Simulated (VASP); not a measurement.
A run of VASP 6.6.1:

File POSCAR:

```
Ag
1.0
    0.0000000000      2.0431000000      1.8387900000
    2.0431000000      0.0000000000      1.8387900000
    2.0431000000      2.0431000000      0.0000000000
Ag
1
Direct
    0.0000000000      0.0000000000      0.0000000000
```

INCAR.step1

```
PREC = Accurate ; ENCUT = 520
ISMEAR = 0 ; SIGMA = 0.15
LREAL = False ; LASPH = True
NELM = 100 ; NBANDS = 12
GGA = PE ; ALGO = Normal
EDIFF = 1E-4 ; LWAVE = True
LCHARG = False
```

Contents of INCAR.step2:

```
PREC = Accurate ; ENCUT = 520
EDIFF = 1E-6 ; ISMEAR = 0
SIGMA = 0.15 ; LREAL = False
LASPH = True ; NELM = 100
ALGO = Normal ; ISIF = 2
LWAVE = False ; LCHARG = False
METAGGA = R2SCAN ; LMIXTAU = True
NBANDS = 12 ; ISTART = 1
```

The input KPOINTS:

```
Automatic mesh
0
Gamma
  20 20 20
```

Potentials or basis: VASP PAW PBE potentials, release 64 (Ag).

The run is started by

```bash
$ cat potpaw_PBE.64/Ag/POTCAR > POTCAR
$ cp INCAR.step1 INCAR
$ mpirun -np 1 vasp_std > vasp.out
$ cp INCAR.step2 INCAR
$ mpirun -np 1 vasp_std > vasp.out
```

Hardware: 1 thread of Intel(R) Xeon(R) 6975P-C (Granite Rapids) (shared host).

Question: Estimate the wall time of this run.

Answer: It took 2.4 min on 1 thread of Intel(R) Xeon(R) 6975P-C (Granite Rapids) (shared host), peak memory 0.23 GiB. Counts: k points 641.
